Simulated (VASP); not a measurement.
# Tl (a cell with a defect) in VASP: single point with LDA

Aim: the single point of Tl (a cell with a defect) with LDA.

Everything below comes from runs of VASP 6.6.1. Logs are shortened: lines on timing, memory, paths and dates and some standing lists are left out, and cuts for length are marked.

## 1. The cell of the first run

The cell holds a defect, 13 atoms: a = 6.920 Å, b = 10.380 Å, c = 5.533 Å, α = 90.00°, β = 90.00°, γ = 120.00°.

## 2. Single point, LDA

File INCAR:

```
ALGO     = Normal         # electronic algorithm
EDIFF    = 1E-6           # SCF threshold, eV
ENCUT    = 520            # plane-wave cutoff, eV
ISIF     = 2              # what is computed and relaxed
ISMEAR   = -1             # smearing method
LASPH    = True           # aspherical terms in the spheres
LCHARG   = True           # write CHGCAR
LELF     = True           # ELF
LREAL    = False          # projectors in reciprocal space
LVHAR    = True         
LWAVE    = False          # write WAVECAR
NBANDS   = 96             # bands
NELM     = 60             # most SCF steps
PREC     = Accurate       # precision mode
SIGMA    = 0.15           # smearing width, eV
```

File KPOINTS:

```
k-points
0
Gamma
  3 2 3
```

File POSCAR:

```
Tl
1.0
    6.9200000000      0.0000000000      0.0000000000
   -5.1900000000      8.9893440000      0.0000000000
    0.0000000000      0.0000000000      5.5325400000
Tl
13
Direct
    0.1036202536      0.0449221879     -0.0008639793
    0.1871147447      0.2404333397      0.5156973108
   -0.0291314642      0.2954422481      0.0379697210
    0.1776879976      0.5803238813      0.3774264623
    0.0224510678      0.6824029651     -0.0572756817
    0.1727089174      0.9060338552      0.5172730789
    0.5081211278     -0.0044939875      0.1007846306
    0.6915511431      0.2255876513      0.5484976159
    0.5488609363      0.3503471444      0.0232388740
    0.7021845832      0.5308815638      0.5009426050
    0.3802931765      0.5696747171     -0.1643221739
    0.6792009801      0.9169604590      0.6522074852
    0.6952660713      0.7726917559      0.2004218677
```

Potentials or basis: VASP PAW LDA potentials, release 64 (Tl_d).

Started as:

```sh
> cat potpaw_LDA.64/Tl_d/POTCAR > POTCAR
> mpirun -np 1 vasp_std > vasp.out
```

OUTCAR:

```text
EDIFF = 1E-6
   ENCUT = 520
   ISIF = 2
   ISMEAR = -1
   LASPH = True
   LREAL = False
   NELM = 60
   PREC = Accurate

 ion  position               nearest neighbor table
   1  0.104  0.045  0.999-  13 3.04   9 3.13   7 3.14   3 3.17   6 3.18  12 3.19   2 3.23   6 3.35
                             2 3.38   5 3.53   7 3.93
   2  0.187  0.240  0.516-   3 3.23   1 3.23  10 3.32   8 3.36   1 3.38   6 3.42   3 3.43  11 3.47
                             9 3.48  12 3.52   9 3.55   8 3.57   4 3.64
   3  0.971  0.295  0.038-  11 3.05   1 3.17   4 3.18   7 3.18   8 3.19   2 3.23   9 3.24   8 3.29
                             2 3.43   9 3.75   5 3.89  12 4.02
   4  0.178  0.580  0.377-  11 2.93   5 3.03  10 3.14   3 3.18  13 3.26  11 3.33   6 3.49   5 3.63
                             2 3.64   8 3.66  12 3.80  10 3.97   7 4.04
   5  0.022  0.682  0.943-   4 3.03   6 3.10  10 3.14  13 3.19  11 3.28   9 3.39   7 3.42   1 3.53
                             4 3.63  10 3.67   6 3.76   3 3.89  11 4.03
   6  0.173  0.906  0.517-   7 3.07   5 3.10   1 3.18   1 3.35  13 3.37   2 3.42   8 3.47   4 3.49
                            12 3.53  12 3.55  10 3.62   5 3.76   7 3.81
   7  0.508  0.996  0.101-  12 3.03   6 3.07   1 3.14   3 3.18  13 3.21   8 3.23   5 3.42  12 3.51
                             9 3.58   8 3.69   6 3.81   1 3.93   4 4.04
   8  0.692  0.226  0.548-  10 3.14   3 3.19  12 3.21   7 3.23   9 3.29   3 3.29   2 3.36   6 3.47
                             9 3.52   2 3.57   4 3.66   7 3.69
   9  0.549  0.350  0.023-  10 3.10   1 3.13  11 3.21   3 3.24   8 3.29  10 3.32   5 3.39   2 3.48
                             8 3.52   2 3.55   7 3.58   3 3.75  13 4.09
  10  0.702  0.531  0.501-  13 3.03  11 3.07   9 3.10   4 3.14   5 3.14   8 3.14   9 3.32   2 3.32
                             6 3.62   5 3.67   4 3.97
  11  0.380  0.570  0.836-   4 2.93  13 2.94   3 3.05  10 3.07   9 3.21   5 3.28  12 3.29   4 3.33
                             2 3.47   5 4.03  13 4.12
  12  0.679  0.917  0.652-  13 2.94   7 3.03   1 3.19   8 3.21  11 3.29  13 3.41   7 3.51   2 3.52
                             6 3.53   6 3.55   4 3.80   3 4.02
  13  0.695  0.773  0.200-  12 2.94  11 2.94  10 3.03   1 3.04   5 3.19   7 3.21   4 3.26   6 3.37
                            12 3.41   9 4.09  11 4.12

  LATTYP: Found a simple monoclinic cell.
 ALAT       =     6.9200000000
 B/A-ratio  =     0.7995000000
 C/A-ratio  =     1.3228756993
 COS(beta)  =    -0.1889822302

  Lattice vectors:

 A1 = (   6.9200000000,   0.0000000000,   0.0000000000)
 A2 = (   0.0000000000,   0.0000000000,   5.5325400000)
 A3 = (  -1.7300000000,  -8.9893440000,   0.0000000000)

Analysis of symmetry for initial positions (statically):
=====================================================================
 Subroutine PRICEL returns:
 Original cell was already a primitive cell.

 Routine SETGRP: Setting up the symmetry group for a
 simple monoclinic supercell.

 Subroutine GETGRP returns: Found  1 space group operations
 (whereof  1 operations were pure point group operations)
 out of a pool of  4 trial point group operations.

The static configuration has the point symmetry C_1 .

Analysis of symmetry for dynamics (positions and initial velocities):
=====================================================================
 Subroutine PRICEL returns:
 Original cell was already a primitive cell.

 Routine SETGRP: Setting up the symmetry group for a
 simple monoclinic supercell.

 Subroutine GETGRP returns: Found  1 space group operations
 (whereof  1 operations were pure point group operations)
 out of a pool of  4 trial point group operations.

The dynamic configuration has the point symmetry C_1 .

 Subroutine INISYM returns: Found  1 space group operations
 (whereof  1 operations are pure point group operations),
 and found     1 'primitive' translations

----------------------------------------------------------------------------------------

                                     Primitive cell

  volume of cell :     344.1586

  direct lattice vectors                    reciprocal lattice vectors
     6.920000000  0.000000000  0.000000000     0.144508671  0.083432117  0.000000000
    -5.190000000  8.989344000  0.000000000     0.000000000  0.111242823  0.000000000
     0.000000000  0.000000000  5.532540000     0.000000000  0.000000000  0.180748806

[... 70 lines left out ...]
|     Results are often still useful ...                                      |
|                                                                             |
 -----------------------------------------------------------------------------

 Subroutine IBZKPT returns following result:
 ===========================================

 Found     10 irreducible k-points:

 Following reciprocal coordinates:
            Coordinates               Weight
  0.000000  0.000000  0.000000      1.000000
  0.333333  0.000000  0.000000      2.000000
  0.000000  0.500000  0.000000      1.000000
  0.333333  0.500000  0.000000      2.000000
  0.000000  0.000000  0.333333      2.000000
  0.333333  0.000000  0.333333      2.000000
 -0.333333  0.000000  0.333333      2.000000
  0.000000  0.500000  0.333333      2.000000
  0.333333  0.500000  0.333333      2.000000
 -0.333333  0.500000  0.333333      2.000000
   k-points           NKPTS =     10   k-points in BZ     NKDIM =     10   number of bands    NBANDS=     96
   number of dos      NEDOS =    301   number of ions     NIONS =     13
   total plane-waves  NPLWV = 181440
   dimension x,y,z NGX =    54 NGY =   80 NGZ =   42
   dimension x,y,z NGXF=   108 NGYF=  160 NGZF=   84
   ions per type =              13
   NGX,Y,Z   is equivalent  to a cutoff of  12.97, 12.81, 12.62 a.u.
   NGXF,Y,Z  is equivalent  to a cutoff of  25.95, 25.63, 25.24 a.u.
 SYSTEM =  unknown system
   PREC   = accura    normal or accurate (medium, high low for compatibility)
   ISTART =      0    job   : 0-new  1-cont  2-samecut
   ICHARG =      2    charge: 1-file 2-atom 10-const
   ISPIN  =      1    spin polarized calculation?
   LNONCOLLINEAR =      F non collinear calculations
   LSORBIT =      F    spin-orbit coupling
   LASPH  =      T    aspherical Exc in radial PAW
   ENCUT  =  520.0 eV  38.22 Ry    6.18 a.u.  12.87 19.30 10.29*2*pi/ulx,y,z
   NELM   =     60;   NELMIN=  2; NELMDL= -5     # of ELM steps
   EDIFF  = 0.1E-05   stopping-criterion for ELM
   LREAL  =      F    real-space projection
   EDIFFG = 0.1E-04   stopping-criterion for IOM
   NSW    =      0    number of steps for IOM
   IBRION =     -1    ionic relax: 0-MD 1-quasi-New 2-CG
   NFREE  =      0    steps in history (QN), initial steepest desc. (CG)
   ISIF   =      2    stress and relaxation
   ISYM   =      2    0-nonsym 1-usesym 2-fastsym
   POTIM  = 0.5000    time-step for ionic-motion
   TEBEG  =    0.0;   TEEND  =   0.0 temperature during run
   PSTRESS=    0.0 pullay stress
   NELECT =     169.0000    total number of electrons
   NUPDOWN=      -1.0000    fix difference up-down
   EMIN   =  10.00;   EMAX   =-10.00  energy-range for DOS
   EFERMI =   0.00;   METHOD = LEGACY
   ISMEAR =    -1;   SIGMA  =   0.15  broadening in eV -4-tet -1-fermi 0-gaus
   EFERMI_NEDOS =   21; number of points for ismear=-14 and -15
   IALGO  =     38    algorithm
   IMIX   =      4    mixing-type and parameters
     AMIX     =   0.40;   BMIX     =  1.00
     AMIX_MAG =   1.60;   BMIX_MAG =  1.00
  volume/ion in A,a.u.               =      26.47       178.65
  Fermi-wavevector in a.u.,A,eV,Ry     =   1.291569  2.440711 22.696555  1.668150
  Thomas-Fermi vector in A             =   2.423331
   LORBIT       =      0    0 simple, 1 ext, 2 COOP (PROOUT), +10 PAW based schemes
   GGA     = CA    functional components
   LHFCALC =     F    Hartree Fock is set to
   AEXX    =    0.0000 exact exchange contribution
   IVDW    =     0    specifies the selected vdW correction
   LEPSILON=     F    determine dielectric tensor
   LRPA    =     F    only Hartree local field effects (RPA)
 non-spin polarized calculation
  energy-cutoff  :      520.00
  volume of cell :      344.16
 maximum number of plane-waves:      9300
 NGX is ok and might be reduce to    54
   NGX = 25   NGY = 39   NGZ = 21

 number of electron     169.0000006 magnetization

 Free energy of the ion-electron system (eV)
  ---------------------------------------------------
  ext. energy  EPLUGINS =         0.00000000
  ---------------------------------------------------
  free energy    TOTEN  =       -37.50608193 eV

  energy without entropy =      -37.16614537  energy(sigma->0) =      -37.33611365

 E-fermi :   7.2183     XC(G=0): -10.8603

 val. band max:        7.1308153913   @ k =   0.0000   0.0000   0.0000
 cond. band min:       7.2322563146   @ k =   0.3333   0.0000   0.0000
 fundamental gap:      0.1014409233
 Fermi energy:         7.2183295580

 k-point     1 :       0.0000    0.0000    0.0000
  band No.  band energies     occupation
      1      -5.1097      2.00000
      2      -5.0375      2.00000
      3      -5.0012      2.00000
      4      -4.9738      2.00000
      5      -4.9519      2.00000
      6      -4.9047      2.00000
[... 979 lines left out ...]
     95      10.5164      0.00000
     96      10.6515      0.00000

------------------------ aborting loop because EDIFF is reached ----------------------------------------

  FORCE on cell =-STRESS in cart. coord.  units (eV):
  Direction    XX          YY          ZZ          XY          YZ          ZX
  --------------------------------------------------------------------------------------
  -------------------------------------------------------------------------------------
  Total        6.3066899      5.6329621      8.2624459     -0.3367886      0.2323636     -0.0026695
  in kB       29.3598211     26.2233854     38.4645408     -1.5678674      1.0817326     -0.0124274
  external PRESSURE =      31.3492491 kB  Pullay stress =       0.0000000 kB

 VOLUME and BASIS-vectors are now :
 -----------------------------------------------------------------------------
  energy-cutoff  :      520.00
  volume of cell :      344.16
      direct lattice vectors                 reciprocal lattice vectors
     6.920000000  0.000000000  0.000000000     0.144508671  0.083432117  0.000000000
    -5.190000000  8.989344000  0.000000000     0.000000000  0.111242823  0.000000000
     0.000000000  0.000000000  5.532540000     0.000000000  0.000000000  0.180748806

 POSITION                                       TOTAL-FORCE (eV/Angst)
 -----------------------------------------------------------------------------------
      0.48391      0.40382      5.52776         0.010609      0.004188     -0.000046
      0.04699      2.16134      2.85312        -0.000735     -0.003869      0.000154
      5.18507      2.65583      0.21007         0.003559      0.003065     -0.010901
     -1.78228      5.21673      2.08813        -0.002247      0.013463      0.003016
     -3.38631      6.13435      5.21566         0.008370      0.003274     -0.001872
     -3.50717      8.14465      2.86183         0.001335     -0.002776      0.000372
     -1.65048      8.94895      0.55760        -0.002587     -0.009570     -0.007301
      3.61473      2.02788      3.03458        -0.000481     -0.001906      0.017552
      1.97982      3.14939      0.12857        -0.001029     -0.005562     -0.002931
      2.10384      4.77228      2.77148         0.001231      0.006980      0.000522
     -0.32498      5.12100      4.62342        -0.009572      0.004603      0.008075
     -0.05895      8.24287      3.60836        -0.005082     -0.006985     -0.002718
      0.80097      6.94599      1.10884        -0.003371     -0.004904     -0.003922
 -----------------------------------------------------------------------------------
    total drift:                                0.000112     -0.000021     -0.000200

  FREE ENERGIE OF THE ION-ELECTRON SYSTEM (eV)
  ---------------------------------------------------
  free  energy   TOTEN  =       -37.5060819327 eV

  energy  without entropy=      -37.1661453736  energy(sigma->0) =      -37.33611365
```

Wall time 9.6 min (1 thread of Intel Xeon 8259CL, shared host); peak memory 0.45 GiB.

Results:

| Quantity | Value |
| --- | --- |
| Free energy | -37.5061 eV |
| Pressure | 3.1 GPa |
| Largest force | 0.018 eV/Å |
| Band gap on the k mesh | zero (an odd number of electrons rules out a gap without spin polarisation) |

Forces in eV/Å, atoms in the order of the input:
```
Tl   0.011  0.004  0.000
Tl  -0.001 -0.004  0.000
Tl   0.004  0.003 -0.011
Tl  -0.002  0.013  0.003
Tl   0.008  0.003 -0.002
Tl   0.001 -0.003  0.000
Tl  -0.003 -0.010 -0.007
Tl   0.000 -0.002  0.018
Tl  -0.001 -0.006 -0.003
Tl   0.001  0.007  0.001
Tl  -0.010  0.005  0.008
Tl  -0.005 -0.007 -0.003
Tl  -0.003 -0.005 -0.004
```

Stress tensor (GPa, compression positive):
```
 2.94 -0.16  0.00
-0.16  2.62  0.11
 0.00  0.11  3.85
```

Caveat: the k points lie up to 0.38 Å⁻¹ apart, too coarse for converged energies and pressures of a metal; spin-orbit coupling is left out, which moves the levels of the heavy elements.

The gap in the log of VASP goes by the Fermi energy; the results here count the filled bands.